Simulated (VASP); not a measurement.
# In (C2/m) in VASP: notebook

In is run at these levels: LDA; tasks: single point.

All numbers are computed with VASP 6.6.1; they aren't measurements. Logs are shortened: lines on timing, memory, paths and dates and some standing lists are left out, and cuts for length are marked.

### 1 The cell of the first run

The structure is monoclinic, space group C2/m (No. 12). Conventional cell: a = 4.354 Å, b = 4.568 Å, c = 3.271 Å, α = 90.00°, β = 130.83°, γ = 90.00°. In (site symmetry 2/m) has 12 In at 3.16 to 3.37 Å within 4.2 Å.

### 2 Single point, LDA

The input, INCAR:

```
SYSTEM = In
PREC     = Accurate       ! precision mode
ENCUT    = 520            ! plane-wave cutoff, eV
EDIFF    = 1E-7           ! SCF threshold, eV
ISMEAR   = -1             ! smearing method
SIGMA    = 0.1            ! smearing width, eV
LREAL    = .False.        ! projectors in reciprocal space
LASPH    = .True.         ! aspherical terms in the spheres
NELM     = 80             ! most SCF steps
ALGO     = Normal         ! electronic algorithm
ISIF     = 2              ! what is computed and relaxed
LWAVE    = .False.        ! write WAVECAR
LCHARG   = .True.         ! write CHGCAR
GGA      = CA             ! functional
LELF     = .True.         ! ELF
LVHAR    = .True.       
NBANDS   = 12             ! bands
```

The input, KPOINTS:

```
Automatic mesh
0
Gamma
  6 6 7
  0 0 0
```

The input, POSCAR:

```
In
1.0
   -1.6019898026      1.6281983263      2.4755659685
    1.6281983263     -1.6019898026      2.4755659685
    1.5260503434      1.5260503434     -2.4583443292
In
1
Direct
    0.0000000000      0.0000000000      0.0000000000
```

Potentials or basis: VASP PAW LDA potentials, release 64 (In_d).

The run is started by

```
$ cat potpaw_LDA.64/In_d/POTCAR > POTCAR
$ mpirun -np 1 vasp_std > vasp.out
```

OUTCAR:

```text
SYSTEM = In
   PREC = Accurate
   ENCUT = 520
   EDIFF = 1E-7
   ISMEAR = -1
   LREAL = .False.
   LASPH = .True.
   NELM = 80
   ISIF = 2
   GGA = CA

 ion  position               nearest neighbor table
   1  0.000  0.000  0.000-

  Warning from LATTYP: Got some problem with cell dimensions!
  Tried to take original basis but could not verify dimensions!
  LATTYP: Found a base centered monoclinic cell.
 ALAT       =     4.3535228873
 B/A-ratio  =     1.0493055806
 C/A-ratio  =     0.7514043533
 COS(beta)  =    -0.6537684941

  Lattice vectors:

 A1 = (   0.0759394592,  -3.1542486697,  -0.0172216393)
 A2 = (  -3.1542486697,   0.0759394592,  -0.0172216393)
 A3 = (   1.5260503434,   1.5260503434,  -2.4583443292)

Analysis of symmetry for initial positions (statically):
=====================================================================
 Subroutine PRICEL returns:
 Original cell was already a primitive cell.

 Routine SETGRP: Setting up the symmetry group for a
 base centered monoclinic supercell.

 Subroutine GETGRP returns: Found  4 space group operations
 (whereof  4 operations were pure point group operations)
 out of a pool of  4 trial point group operations.

The static configuration has the point symmetry C_2h.

Analysis of symmetry for dynamics (positions and initial velocities):
=====================================================================
 Subroutine PRICEL returns:
 Original cell was already a primitive cell.

 Routine SETGRP: Setting up the symmetry group for a
 base centered monoclinic supercell.

 Subroutine GETGRP returns: Found  4 space group operations
 (whereof  4 operations were pure point group operations)
 out of a pool of  4 trial point group operations.

The dynamic configuration has the point symmetry C_2h.

 Subroutine INISYM returns: Found  4 space group operations
 (whereof  4 operations are pure point group operations),
 and found     1 'primitive' translations

----------------------------------------------------------------------------------------

                                     Primitive cell

  volume of cell :      24.6144

  direct lattice vectors                    reciprocal lattice vectors
    -1.601989803  1.628198326  2.475565969     0.006516690  0.316096182  0.200266284
     1.628198326 -1.601989803  2.475565969     0.316096182  0.006516690  0.200266284
     1.526050343  1.526050343 -2.458344329     0.324872897  0.324872897 -0.003439391

  length of vectors
     3.368356867  3.368356867  3.271256050     0.374253721  0.374253721  0.459452531

  position of ions in fractional coordinates (direct lattice)
     0.000000000  0.000000000  0.000000000

  ion indices of the primitive-cell ions
   primitive index   ion index
                 1           1

----------------------------------------------------------------------------------------

 KPOINTS: Automatic mesh

Automatic generation of k-mesh.
 Grid dimensions read from file:
 generate k-points for:    6    6    7

 Generating k-lattice:

  Cartesian coordinates                     Fractional coordinates (reciprocal lattice)
     0.001086115  0.052682697  0.033377714     0.166666667  0.000000000  0.000000000
     0.052682697  0.001086115  0.033377714     0.000000000  0.166666667  0.000000000
     0.046410414  0.046410414 -0.000491342     0.000000000  0.000000000  0.142857143

  Length of vectors
     0.062375620  0.062375620  0.065636076

  Shift w.r.t. Gamma in fractional coordinates (k-lattice)
     0.000000000  0.000000000  0.000000000

 Subroutine IBZKPT returns following result:
 ===========================================

 Found     76 irreducible k-points:

 Following reciprocal coordinates:
            Coordinates               Weight
  0.000000  0.000000  0.000000      1.000000
  0.166667  0.000000 -0.000000      4.000000
  0.333333  0.000000 -0.000000      4.000000
  0.500000  0.000000 -0.000000      2.000000
  0.166667  0.166667 -0.000000      2.000000
  0.333333  0.166667 -0.000000      4.000000
[... 16 lines left out ...]
 -0.333333  0.166667  0.142857      4.000000
 -0.166667  0.166667  0.142857      4.000000
 [... further k-points ...]
   k-points           NKPTS =     76   k-points in BZ     NKDIM =     76   number of bands    NBANDS=     12
   number of dos      NEDOS =    301   number of ions     NIONS =      1
   total plane-waves  NPLWV =  18816
   dimension x,y,z NGX =    28 NGY =   28 NGZ =   24
   dimension x,y,z NGXF=    56 NGYF=   56 NGZF=   48
   ions per type =               1
   NGX,Y,Z   is equivalent  to a cutoff of  13.82, 13.82, 12.20 a.u.
   NGXF,Y,Z  is equivalent  to a cutoff of  27.64, 27.64, 24.39 a.u.
 SYSTEM =  In
   PREC   = accura    normal or accurate (medium, high low for compatibility)
   ISTART =      0    job   : 0-new  1-cont  2-samecut
   ICHARG =      2    charge: 1-file 2-atom 10-const
   ISPIN  =      1    spin polarized calculation?
   LNONCOLLINEAR =      F non collinear calculations
   LSORBIT =      F    spin-orbit coupling
   LASPH  =      T    aspherical Exc in radial PAW
   ENCUT  =  520.0 eV  38.22 Ry    6.18 a.u.   6.26  6.26  6.08*2*pi/ulx,y,z
   NELM   =     80;   NELMIN=  2; NELMDL= -5     # of ELM steps
   EDIFF  = 0.1E-06   stopping-criterion for ELM
   LREAL  =      F    real-space projection
   EDIFFG = 0.1E-05   stopping-criterion for IOM
   NSW    =      0    number of steps for IOM
   IBRION =     -1    ionic relax: 0-MD 1-quasi-New 2-CG
   NFREE  =      0    steps in history (QN), initial steepest desc. (CG)
   ISIF   =      2    stress and relaxation
   ISYM   =      2    0-nonsym 1-usesym 2-fastsym
   POTIM  = 0.5000    time-step for ionic-motion
   TEBEG  =    0.0;   TEEND  =   0.0 temperature during run
   PSTRESS=    0.0 pullay stress
   NELECT =      13.0000    total number of electrons
   NUPDOWN=      -1.0000    fix difference up-down
   EMIN   =  10.00;   EMAX   =-10.00  energy-range for DOS
   EFERMI =   0.00;   METHOD = LEGACY
   ISMEAR =    -1;   SIGMA  =   0.10  broadening in eV -4-tet -1-fermi 0-gaus
   EFERMI_NEDOS =   21; number of points for ismear=-14 and -15
   IALGO  =     38    algorithm
   IMIX   =      4    mixing-type and parameters
     AMIX     =   0.40;   BMIX     =  1.00
     AMIX_MAG =   1.60;   BMIX_MAG =  1.00
  volume/ion in A,a.u.               =      24.61       166.11
  Fermi-wavevector in a.u.,A,eV,Ry     =   1.323304  2.500682 23.825622  1.751134
  Thomas-Fermi vector in A             =   2.452922
   LORBIT       =      0    0 simple, 1 ext, 2 COOP (PROOUT), +10 PAW based schemes
   GGA     = CA    functional components
   LHFCALC =     F    Hartree Fock is set to
   AEXX    =    0.0000 exact exchange contribution
   IVDW    =     0    specifies the selected vdW correction
   LEPSILON=     F    determine dielectric tensor
   LRPA    =     F    only Hartree local field effects (RPA)
 non-spin polarized calculation
  energy-cutoff  :      520.00
  volume of cell :       24.61
 maximum number of plane-waves:       672
 NGX is ok and might be reduce to    28
   NGX = 13   NGY = 13   NGZ = 13

 number of electron      12.9999997 magnetization

 Free energy of the ion-electron system (eV)
  ---------------------------------------------------
  ext. energy  EPLUGINS =         0.00000000
  ---------------------------------------------------
  free energy    TOTEN  =        -3.24087887 eV

  energy without entropy =       -3.22862988  energy(sigma->0) =       -3.23475437

 E-fermi :   7.9872     XC(G=0): -10.8201

 val. band max:        7.9559164279   @ k =  -0.1667   0.1667   0.4286
 cond. band min:       7.9975712316   @ k =  -0.3333   0.1667   0.2857
 fundamental gap:      0.0416548036
 Fermi energy:         7.9871529734

 k-point     1 :       0.0000    0.0000    0.0000
  band No.  band energies     occupation
      1      -6.8189      2.00000
      2      -6.6636      2.00000
      3      -6.5981      2.00000
      4      -6.5826      2.00000
      5      -6.4089      2.00000
      6      -2.0658      2.00000
      7      18.7561      0.00000
      8      18.9439      0.00000
      9      19.2845      0.00000
     10      19.8714      0.00000
     11      22.3928      0.00000
     12      22.6347      0.00000

 k-point     2 :       0.1667    0.0000   -0.0000
  band No.  band energies     occupation
      1      -6.7766      2.00000
      2      -6.6718      2.00000
      3      -6.5796      2.00000
      4      -6.5390      2.00000
      5      -6.4272      2.00000
      6      -1.4253      2.00000
      7      14.0268      0.00000
      8      17.8479      0.00000
      9      18.4037      0.00000
     10      19.8457      0.00000
     11      21.1588      0.00000
     12      23.9086      0.00000

 k-point     3 :       0.3333    0.0000   -0.0000
  band No.  band energies     occupation
      1      -6.7670      2.00000
      2      -6.7364      2.00000
      3      -6.5832      2.00000
      4      -6.3896      2.00000
      5      -6.3732      2.00000
      6       0.5434      2.00000
      7       8.4658      0.01655
      8      16.1223      0.00000
      9      17.8030      0.00000
     10      19.9076      0.00000
     11      19.9097      0.00000
     12      22.1915      0.00000
[... 286 lines left out ...]
 k-point    23 :      -0.3333    0.1667    0.1429
  band No.  band energies     occupation
      1      -6.7662      2.00000
      2      -6.6423      2.00000
      3      -6.5532      2.00000
      4      -6.4992      2.00000
      5      -6.3835      2.00000
      6       0.2457      2.00000
      7      11.5774      0.00000
      8      14.4347      0.00000
      9      15.4009      0.00000
     10      17.3383      0.00000
     11      20.1423      0.00000
     12      22.6210      0.00000

 k-point    24 :      -0.1667    0.1667    0.1429
  band No.  band energies     occupation
      1      -6.7268      2.00000
      2      -6.7076      2.00000
      3      -6.5346      2.00000
      4      -6.4977      2.00000
      5      -6.4392      2.00000
      6      -0.4616      2.00000
      7      12.2940      0.00000
      8      13.1722      0.00000
      9      19.3445      0.00000
     10      21.3008      0.00000
     11      21.5917      0.00000
     12      23.4826      0.00000

 [... further k-points ...]

------------------------ aborting loop because EDIFF is reached ----------------------------------------

  FORCE on cell =-STRESS in cart. coord.  units (eV):
  Direction    XX          YY          ZZ          XY          YZ          ZX
  --------------------------------------------------------------------------------------
  -------------------------------------------------------------------------------------
  Total       -0.1757155     -0.1757155      0.3294468      0.1450996     -0.0993489     -0.0993489
  in kB      -11.4375188    -11.4375188     21.4440641      9.4446975     -6.4667287     -6.4667292
  external PRESSURE =      -0.4769912 kB  Pullay stress =       0.0000000 kB

 VOLUME and BASIS-vectors are now :
 -----------------------------------------------------------------------------
  energy-cutoff  :      520.00
  volume of cell :       24.61
      direct lattice vectors                 reciprocal lattice vectors
    -1.601989803  1.628198326  2.475565969     0.006516690  0.316096182  0.200266284
     1.628198326 -1.601989803  2.475565969     0.316096182  0.006516690  0.200266284
     1.526050343  1.526050343 -2.458344329     0.324872897  0.324872897 -0.003439391

 POSITION                                       TOTAL-FORCE (eV/Angst)
 -----------------------------------------------------------------------------------
      0.00000      0.00000      0.00000        -0.000000     -0.000000      0.000000
 -----------------------------------------------------------------------------------
    total drift:                                0.000000     -0.000000     -0.000000

  FREE ENERGIE OF THE ION-ELECTRON SYSTEM (eV)
  ---------------------------------------------------
  free  energy   TOTEN  =        -3.2408788706 eV

  energy  without entropy=       -3.2286298756  energy(sigma->0) =       -3.23475437
```

Run time: 22 s. Hardware: 1 thread of Intel Xeon Platinum 8259CL at 2.50GHz (Skylake/Cascade Lake), shared host; peak memory 0.14 GiB.

What came out:

- Free energy: -3.2409 eV
- Pressure: 0.0 GPa

Stress tensor (GPa, compression positive):
```
-1.14  0.94 -0.65
 0.94 -1.14 -0.65
-0.65 -0.65  2.14
```

Levels at points of the mesh, in eV from the Fermi level:
```
           k point  band 4  band 5  band 6  band 7  band 8  band 9
(0.00, 0.00, 0.00)  -14.57  -14.40  -10.05   10.77   10.96   11.30
(0.50, 0.00, 0.00)  -14.33  -14.26   -4.51   -3.69    7.45    9.61
(0.50, 0.50, 0.00)  -14.32  -14.17   -2.35   -1.86    3.60    4.46
```

Caveat: the k points lie up to 0.41 Å⁻¹ apart; spin-orbit coupling is left out, which moves the levels of the heavy elements.

### 3 Single point, LDA

The input, INCAR:

```
SYSTEM = In
ALGO     = Normal         ! electronic algorithm
EDIFF    = 1E-7           ! SCF threshold, eV
ENCUT    = 520            ! plane-wave cutoff, eV
ISIF     = 2              ! what is computed and relaxed
ISMEAR   = -1             ! smearing method
LASPH    = .TRUE.         ! aspherical terms in the spheres
LCHARG   = .FALSE.        ! write CHGCAR
LREAL    = .FALSE.        ! projectors in reciprocal space
LWAVE    = .FALSE.        ! write WAVECAR
NBANDS   = 12             ! bands
NELM     = 100            ! most SCF steps
PREC     = Accurate       ! precision mode
SIGMA    = 0.1            ! smearing width, eV
```

The input, KPOINTS:

```
k-points
0
G
  7 7 9
  0 0 0
```

POSCAR is that of step 2.

Potentials or basis: VASP PAW LDA potentials, release 64 (In_d).

The run is started by

```
$ cat potpaw_LDA.64/In_d/POTCAR > POTCAR
$ mpirun -np 1 vasp_std > vasp.out
```

OUTCAR:

```text
SYSTEM = In
   EDIFF = 1E-7
   ENCUT = 520
   ISIF = 2
   ISMEAR = -1
   LASPH = .TRUE.
   LREAL = .FALSE.
   NELM = 100
   PREC = Accurate

 ion  position               nearest neighbor table
   1  0.000  0.000  0.000-

  Warning from LATTYP: Got some problem with cell dimensions!
  Tried to take original basis but could not verify dimensions!
  LATTYP: Found a base centered monoclinic cell.
 ALAT       =     4.3535228873
 B/A-ratio  =     1.0493055806
 C/A-ratio  =     0.7514043533
 COS(beta)  =    -0.6537684941

  Lattice vectors:

 A1 = (   0.0759394592,  -3.1542486697,  -0.0172216393)
 A2 = (  -3.1542486697,   0.0759394592,  -0.0172216393)
 A3 = (   1.5260503434,   1.5260503434,  -2.4583443292)

Analysis of symmetry for initial positions (statically):
=====================================================================
 Subroutine PRICEL returns:
 Original cell was already a primitive cell.

 Routine SETGRP: Setting up the symmetry group for a
 base centered monoclinic supercell.

 Subroutine GETGRP returns: Found  4 space group operations
 (whereof  4 operations were pure point group operations)
 out of a pool of  4 trial point group operations.

The static configuration has the point symmetry C_2h.

[... 171 lines left out ...]
      5      -6.4080      2.00000
      6      -2.0659      2.00000
      7      18.7566      0.00000
      8      18.9459      0.00000
      9      19.2817      0.00000
     10      19.8712      0.00000
     11      22.3941      0.00000
     12      22.6321      0.00000
[... 331 lines left out ...]
 k-point    24 :       0.1429    0.1429    0.1111
  band No.  band energies     occupation
      1      -6.7101      2.00000
      2      -6.6364      2.00000
      3      -6.5794      2.00000
      4      -6.5061      2.00000
      5      -6.3947      2.00000
      6       0.7194      2.00000
      7      11.3132      0.00000
      8      11.5353      0.00000
      9      17.1329      0.00000
     10      19.0317      0.00000
     11      19.3430      0.00000
     12      21.3534      0.00000

 [... further k-points ...]

------------------------ aborting loop because EDIFF is reached ----------------------------------------

  FORCE on cell =-STRESS in cart. coord.  units (eV):
  Direction    XX          YY          ZZ          XY          YZ          ZX
  --------------------------------------------------------------------------------------
  -------------------------------------------------------------------------------------
  Total       -0.0461814     -0.0461814      0.0845547      0.0546834      0.0472930      0.0472930
  in kB       -3.0059960     -3.0059960      5.5037578      3.5594060      3.0783542      3.0783521
  external PRESSURE =      -0.1694114 kB  Pullay stress =       0.0000000 kB

 VOLUME and BASIS-vectors are now :
 -----------------------------------------------------------------------------
  energy-cutoff  :      520.00
  volume of cell :       24.61
      direct lattice vectors                 reciprocal lattice vectors
    -1.601989803  1.628198326  2.475565969     0.006516690  0.316096182  0.200266284
     1.628198326 -1.601989803  2.475565969     0.316096182  0.006516690  0.200266284
     1.526050343  1.526050343 -2.458344329     0.324872897  0.324872897 -0.003439391

 POSITION                                       TOTAL-FORCE (eV/Angst)
 -----------------------------------------------------------------------------------
      0.00000      0.00000      0.00000         0.000000     -0.000000     -0.000000
 -----------------------------------------------------------------------------------
    total drift:                                0.000000     -0.000000     -0.000000

  FREE ENERGIE OF THE ION-ELECTRON SYSTEM (eV)
  ---------------------------------------------------
  free  energy   TOTEN  =        -3.2252276614 eV

  energy  without entropy=       -3.2109469268  energy(sigma->0) =       -3.21808729
```

Run time: 29 s. Hardware: 1 thread of Intel Xeon Platinum 8259CL at 2.50GHz (Skylake/Cascade Lake), shared host; peak memory 0.16 GiB.

Results:

* Free energy: -3.2252 eV
* Pressure: 0.0 GPa

Stress tensor (GPa, compression positive):
```
-0.30  0.36  0.31
 0.36 -0.30  0.31
 0.31  0.31  0.55
```

Caveat: spin-orbit coupling is left out, which moves the levels of the heavy elements.
